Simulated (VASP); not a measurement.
Set up this calculation in VASP 6.6.1, as the native input.

| Item | Value |
| --- | --- |
| Task | single point |
| Functional | HSE06 |
| Potentials or basis | VASP PAW PBE potentials, release 64 (Al, N) |
| Cutoff | 520 eV |
| k mesh | 6 × 6 × 4 |
| Occupations | gaussian, width 0.01 eV |
| Spin | no spin polarisation |
| Dipole correction | no |
| Grid for exact exchange (PRECFOCK) | Normal |
| Further INCAR settings | ALGO = Normal; EDIFF = 1e-06; NBANDS = 16 |
| Share of exact exchange | 0.25 |
| Screening parameter | 0.2079 1/Å |

Crystal: AlN.

```
Al N
1.0
     3.10669    0.00000    0.00000
    -1.55335    2.69048    0.00000
     0.00000    0.00000    4.82923
Al N
2 2
Direct
  0.33333 0.66667 0.99342
  0.66667 0.33333 0.49342
  0.33333 0.66667 0.38158
  0.66667 0.33333 0.88158
```

This cell differs from its parent crystal: uniaxial z strain -3.0%.

These files were run (other wordings do the same):

POSCAR

```
AlN
1.0
    3.1066937602      0.0000000000      0.0000000000
   -1.5533468801      2.6904757181      0.0000000000
    0.0000000000      0.0000000000      4.8292338054
Al N
2 2
Direct
    0.3333333333      0.6666666667     -0.0065832943
    0.6666666667      0.3333333333      0.4934167057
    0.3333333333      0.6666666667      0.3815832943
    0.6666666667      0.3333333333      0.8815832943
```

INCAR.step1

```
SYSTEM = AlN
ALGO     = Normal         ! electronic algorithm
EDIFF    = 1E-5           ! SCF threshold, eV
ENCUT    = 520            ! plane-wave cutoff, eV
GGA      = PE             ! functional
ISIF     = 2              ! what is computed and relaxed
ISMEAR   = 0              ! smearing method
LASPH    = .True.         ! aspherical terms in the spheres
LREAL    = .False.        ! projectors in reciprocal space
LWAVE    = .True.         ! write WAVECAR
NBANDS   = 16             ! bands
NELM     = 60             ! most SCF steps
PREC     = Accurate       ! precision mode
SIGMA    = 0.01           ! smearing width, eV
```

INCAR.step2

```
SYSTEM = AlN
ALGO     = Normal         ! electronic algorithm
EDIFF    = 1E-6           ! SCF threshold, eV
ENCUT    = 520            ! plane-wave cutoff, eV
GGA      = PE             ! functional
HFSCREEN = 0.2079         ! screening, 1/A
ISIF     = 2              ! what is computed and relaxed
ISMEAR   = 0              ! smearing method
ISTART   = 1            
LASPH    = .True.         ! aspherical terms in the spheres
LCHARG   = .True.         ! write CHGCAR
LELF     = .True.         ! ELF
LHFCALC  = .True.         ! exact exchange
LREAL    = .False.        ! projectors in reciprocal space
LVHAR    = .True.       
LWAVE    = .False.        ! write WAVECAR
NBANDS   = 16             ! bands
NELM     = 60             ! most SCF steps
PREC     = Accurate       ! precision mode
PRECFOCK = Normal       
SIGMA    = 0.01           ! smearing width, eV
```

KPOINTS

```
k-points
0
Gamma
  6 6 4
  0 0 0
```

Potentials or basis: VASP PAW PBE potentials, release 64 (Al, N).

Run with:

```sh
$ cat potpaw_PBE.64/Al/POTCAR potpaw_PBE.64/N/POTCAR > POTCAR
$ cp INCAR.step1 INCAR
$ mpirun -np 1 vasp_std > vasp.out
$ cp INCAR.step2 INCAR
$ mpirun -np 1 vasp_std > vasp.out
```

It gave:

The pressure is 5.5 GPa. The largest force is 0.008 eV/Å and the band gap on the k mesh is 5.70 eV.

Caveat: the cell differs from its parent crystal (uniaxial z strain -3.0%); the cell stands under pressure; the PAW data sets were made with another functional, which shifts forces and pressure a little.

It took 27 min on 1 thread of Intel(R) Xeon(R) Platinum 8259CL CPU @ 2.50GHz (Skylake/Cascade Lake), with other jobs on the host, peak memory 0.26 GiB.
